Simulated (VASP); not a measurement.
# Ca3Ge (P4/mmm) in VASP: further runs, part 2 of 2

VASP 6.6.1.

### 3 Relaxation of cell and atoms, PBE

This run uses another cell than the first one, of the same volume but with other edges.

INCAR reads:

```
PREC = Accurate
ENCUT = 600
EDIFF = 1E-6
ISMEAR = 0
SIGMA = 0.1
LREAL = False
LASPH = True
NELM = 100
ALGO = Normal
ISIF = 3
LWAVE = False
LCHARG = False
GGA = PE
IBRION = 2
NSW = 100
EDIFFG = -0.01
```

KPOINTS reads:

```
Automatic mesh
0
Gamma
  12 12 6
```

POSCAR reads:

```
Ca3Ge
1.0
    3.7449811936      0.0000000000      0.0000000000
    0.0000000000      3.7449811936      0.0000000000
    0.0000000000      0.0000000000      9.3622497402
Ca Ge
3 1
Direct
    0.0000000000      0.0000000000      0.3216238670
    0.5000000000      0.5000000000      0.0000000000
    0.0000000000      0.0000000000      0.6783761330
    0.5000000000      0.5000000000      0.5000000000
```

Potentials or basis: VASP PAW PBE potentials, release 64 (Ca_sv, Ge_d).

On the command line:

```
$ cat potpaw_PBE.64/Ca_sv/POTCAR potpaw_PBE.64/Ge_d/POTCAR > POTCAR
$ mpirun -np 1 vasp_std > vasp.out
```

OUTCAR:

```text
PREC = Accurate
   ENCUT = 600
   EDIFF = 1E-6
   ISMEAR = 0
   LREAL = False
   LASPH = True
   NELM = 100
   ISIF = 3
   GGA = PE
   IBRION = 2
   NSW = 100
   EDIFFG = -0.01

 ion  position               nearest neighbor table
   1  0.000  0.000  0.322-
   2  0.500  0.500  0.000-
   3  0.000  0.000  0.678-
   4  0.500  0.500  0.500-

  LATTYP: Found a simple tetragonal cell.
 ALAT       =     3.7449811936
 C/A-ratio  =     2.4999457290

  Lattice vectors:

 A1 = (   3.7449811936,   0.0000000000,   0.0000000000)
 A2 = (   0.0000000000,   3.7449811936,   0.0000000000)
 A3 = (   0.0000000000,   0.0000000000,   9.3622497402)

Analysis of symmetry for initial positions (statically):
=====================================================================
 Subroutine PRICEL returns:
 Original cell was already a primitive cell.

 Routine SETGRP: Setting up the symmetry group for a
 simple tetragonal supercell.

 Subroutine GETGRP returns: Found 16 space group operations
 (whereof 16 operations were pure point group operations)
 out of a pool of 16 trial point group operations.

The static configuration has the point symmetry D_4h.

Analysis of symmetry for dynamics (positions and initial velocities):
=====================================================================
 Subroutine PRICEL returns:
 Original cell was already a primitive cell.

 Routine SETGRP: Setting up the symmetry group for a
 simple tetragonal supercell.

 Subroutine GETGRP returns: Found 16 space group operations
 (whereof 16 operations were pure point group operations)
 out of a pool of 16 trial point group operations.

The dynamic configuration has the point symmetry D_4h.

 Subroutine INISYM returns: Found 16 space group operations
 (whereof 16 operations are pure point group operations),
 and found     1 'primitive' translations

----------------------------------------------------------------------------------------

                                     Primitive cell

  volume of cell :     131.3045

  direct lattice vectors                    reciprocal lattice vectors
     3.744981194  0.000000000  0.000000000     0.267024038  0.000000000  0.000000000
     0.000000000  3.744981194  0.000000000     0.000000000  0.267024038  0.000000000
     0.000000000  0.000000000  9.362249740     0.000000000  0.000000000  0.106811934

  length of vectors
     3.744981194  3.744981194  9.362249740     0.267024038  0.267024038  0.106811934

  position of ions in fractional coordinates (direct lattice)
     0.000000000  0.000000000  0.321623867
     0.500000000  0.500000000  0.000000000
     0.000000000  0.000000000  0.678376133
     0.500000000  0.500000000  0.500000000

  ion indices of the primitive-cell ions
   primitive index   ion index
                 1           1
                 2           2
                 3           3
                 4           4
[... 53 lines left out ...]
 [... further k-points ...]
   k-points           NKPTS =    112   k-points in BZ     NKDIM =    112   number of bands    NBANDS=     26
   number of dos      NEDOS =    301   number of ions     NIONS =      4
   total plane-waves  NPLWV =  72000
   dimension x,y,z NGX =    30 NGY =   30 NGZ =   80
   dimension x,y,z NGXF=    60 NGYF=   60 NGZF=  160
   ions per type =               3   1
   NGX,Y,Z   is equivalent  to a cutoff of  13.32, 13.32, 14.21 a.u.
   NGXF,Y,Z  is equivalent  to a cutoff of  26.63, 26.63, 28.41 a.u.
 SYSTEM =  unknown system
   PREC   = accura    normal or accurate (medium, high low for compatibility)
   ISTART =      0    job   : 0-new  1-cont  2-samecut
   ICHARG =      2    charge: 1-file 2-atom 10-const
   ISPIN  =      1    spin polarized calculation?
   LNONCOLLINEAR =      F non collinear calculations
   LSORBIT =      F    spin-orbit coupling
   LASPH  =      T    aspherical Exc in radial PAW
   ENCUT  =  600.0 eV  44.10 Ry    6.64 a.u.   7.48  7.48 18.70*2*pi/ulx,y,z
   NELM   =    100;   NELMIN=  2; NELMDL= -5     # of ELM steps
   EDIFF  = 0.1E-05   stopping-criterion for ELM
   LREAL  =      F    real-space projection
   EDIFFG = -.1E-01   stopping-criterion for IOM
   NSW    =    100    number of steps for IOM
   IBRION =      2    ionic relax: 0-MD 1-quasi-New 2-CG
   NFREE  =      1    steps in history (QN), initial steepest desc. (CG)
   ISIF   =      3    stress and relaxation
   ISYM   =      2    0-nonsym 1-usesym 2-fastsym
   POTIM  = 0.5000    time-step for ionic-motion
   TEBEG  =    0.0;   TEEND  =   0.0 temperature during run
   PSTRESS=    0.0 pullay stress
   NELECT =      44.0000    total number of electrons
   NUPDOWN=      -1.0000    fix difference up-down
   EMIN   =  10.00;   EMAX   =-10.00  energy-range for DOS
   EFERMI =   0.00;   METHOD = LEGACY
   ISMEAR =     0;   SIGMA  =   0.10  broadening in eV -4-tet -1-fermi 0-gaus
   EFERMI_NEDOS =   21; number of points for ismear=-14 and -15
   IALGO  =     38    algorithm
   IMIX   =      4    mixing-type and parameters
     AMIX     =   0.40;   BMIX     =  1.00
     AMIX_MAG =   1.60;   BMIX_MAG =  1.00
  volume/ion in A,a.u.               =      32.83       221.52
  Fermi-wavevector in a.u.,A,eV,Ry     =   1.137101  2.148810 17.592330  1.293000
  Thomas-Fermi vector in A             =   2.273807
   LORBIT       =      0    0 simple, 1 ext, 2 COOP (PROOUT), +10 PAW based schemes
   GGA     = PE    functional components
   LHFCALC =     F    Hartree Fock is set to
   AEXX    =    0.0000 exact exchange contribution
   IVDW    =     0    specifies the selected vdW correction
   LEPSILON=     F    determine dielectric tensor
   LRPA    =     F    only Hartree local field effects (RPA)
 conjugate gradient relaxation of ions
 non-spin polarized calculation
 Gauss-broadening in eV      SIGMA  =   0.10
  energy-cutoff  :      600.00
  volume of cell :      131.30
 maximum number of plane-waves:      4422
 NGX is ok and might be reduce to    30

--------------------------------------- Ionic step        1  -------------------------------------------

 number of electron      43.9999991 magnetization

 Free energy of the ion-electron system (eV)
  ---------------------------------------------------
  ext. energy  EPLUGINS =         0.00000000
  ---------------------------------------------------
  free energy    TOTEN  =       -11.44784806 eV

  energy without entropy =      -11.43255963  energy(sigma->0) =      -11.44020385

------------------------ aborting loop because EDIFF is reached ----------------------------------------

  FORCE on cell =-STRESS in cart. coord.  units (eV):
  Direction    XX          YY          ZZ          XY          YZ          ZX
  --------------------------------------------------------------------------------------
  -------------------------------------------------------------------------------------
  Total       -0.1346040     -0.1346040      0.7416747      0.0000000     -0.0000000      0.0000000
  in kB       -1.6424381     -1.6424381      9.0499163      0.0000000     -0.0000000      0.0000000
  external PRESSURE =       1.9216800 kB  Pullay stress =       0.0000000 kB
[... 95 lines left out ...]
  FREE ENERGIE OF THE ION-ELECTRON SYSTEM (eV)
  ---------------------------------------------------
  free  energy   TOTEN  =       -11.4603231860 eV

  energy  without entropy=      -11.4454268501  energy(sigma->0) =      -11.45287502

[... ionic steps 4 to 12 ...]

--------------------------------------- Ionic step       13  -------------------------------------------

 number of electron      44.0000009 magnetization

------------------------ aborting loop because EDIFF is reached ----------------------------------------
[... 71 lines left out ...]
--------------------------------------- Ionic step       15  -------------------------------------------

 number of electron      44.0000011 magnetization

 Free energy of the ion-electron system (eV)
  ---------------------------------------------------
  ext. energy  EPLUGINS =         0.00000000
  ---------------------------------------------------
  free energy    TOTEN  =       -11.46317733 eV

  energy without entropy =      -11.44727824  energy(sigma->0) =      -11.45522778

 E-fermi :   2.8511     XC(G=0):  -8.5169

 val. band max:        2.8325259837   @ k =   0.4167   0.0833   0.5000
 cond. band min:       2.8542879608   @ k =   0.2500   0.0000   0.1667
 fundamental gap:      0.0217619771
 Fermi energy:         2.8511186192

 k-point     1 :       0.0000    0.0000    0.0000
  band No.  band energies     occupation
      1     -39.2115      2.00000
      2     -38.5226      2.00000
      3     -38.5119      2.00000
      4     -21.1100      2.00000
      5     -21.1086      2.00000
      6     -21.0845      2.00000
[... 685 lines left out ...]
     25       3.8756      0.00000
     26       4.2917      0.00000

 [... further k-points ...]
[... 5 lines left out ...]
  --------------------------------------------------------------------------------------
  -------------------------------------------------------------------------------------
  Total        0.0246680      0.0246680      0.0114533      0.0000000     -0.0000000      0.0000000
  in kB        0.3004432      0.3004432      0.1394948      0.0000000     -0.0000000      0.0000000
  external PRESSURE =       0.2467937 kB  Pullay stress =       0.0000000 kB
[... 19 lines left out ...]
  FREE ENERGIE OF THE ION-ELECTRON SYSTEM (eV)
  ---------------------------------------------------
  free  energy   TOTEN  =       -11.4631773300 eV

  energy  without entropy=      -11.4472782394  energy(sigma->0) =      -11.45522778

 reached required accuracy - stopping structural energy minimisation
```

Run time: 40 min. Hardware: 1 thread of Intel Xeon Platinum 8488C (Sapphire Rapids), shared host; peak memory 0.6 GiB.

What came out:

| Property | Result |
| --- | --- |
| Free energy | -11.4632 eV |
| Relaxed volume | 32.89 Å³/atom |
| Relaxed cell | a = 3.693 Å, b = 3.693 Å, c = 9.643 Å, α = 90.00°, β = 90.00°, γ = 90.00° |
| Space group after relaxing (to 0.05 Å) | P4/mmm (No. 123) |
| Energy gained by relaxing | 3.8 meV/atom |
| Ionic steps | 15 |
| Pressure after relaxing | 0.0 GPa |
| Largest force after relaxing | 0.007 eV/Å |
| Band gap on the k mesh | zero (band 22 reaches 3.92 eV, above the bottom of band 23 at 2.48 eV) |

Forces in eV/Å, atoms in the order of the input:
```
Ca   0.000  0.000  0.007
Ca   0.000  0.000  0.000
Ca   0.000  0.000 -0.007
Ge   0.000  0.000  0.000
```

Step by step:
| step | energy change (eV) | largest force (eV/Å) | pressure (GPa) | volume (Å³) |
| --- | --- | --- | --- | --- |
| 1 | 0.0000 | 0.1682 | 0.19 | 131.30 |
| 2 | -0.0079 | 0.0921 | -0.01 | 132.05 |
| 3 | -0.0125 | 0.0158 | -0.31 | 133.18 |
| 4 | -0.0150 | 0.0140 | -0.08 | 131.85 |
| 5 | -0.0151 | 0.0109 | 0.10 | 131.04 |
| 6 | -0.0152 | 0.0127 | 0.05 | 131.33 |
| 7 | -0.0152 | 0.0128 | 0.03 | 131.40 |
| 8 | -0.0153 | 0.0129 | -0.06 | 131.50 |
| 9 | -0.0153 | 0.0131 | 0.00 | 131.52 |
| 10 | -0.0153 | 0.0134 | -0.01 | 131.54 |
| 11 | -0.0153 | 0.0134 | -0.04 | 131.59 |
| 12 | -0.0153 | 0.0134 | -0.10 | 131.70 |
| 13 | -0.0153 | 0.0136 | 0.04 | 131.64 |
| 14 | -0.0153 | 0.0137 | -0.04 | 131.67 |
| 15 | -0.0153 | 0.0070 | 0.02 | 131.55 |

Final structure:
```
Ca Ge
1.0
     3.69345    0.00000    0.00000
     0.00000    3.69345    0.00000
     0.00000    0.00000    9.64317
Ca Ge
3 1
Direct
  0.00000 0.00000 0.31950
  0.50000 0.50000 0.00000
  0.00000 0.00000 0.68050
  0.50000 0.50000 0.50000
```
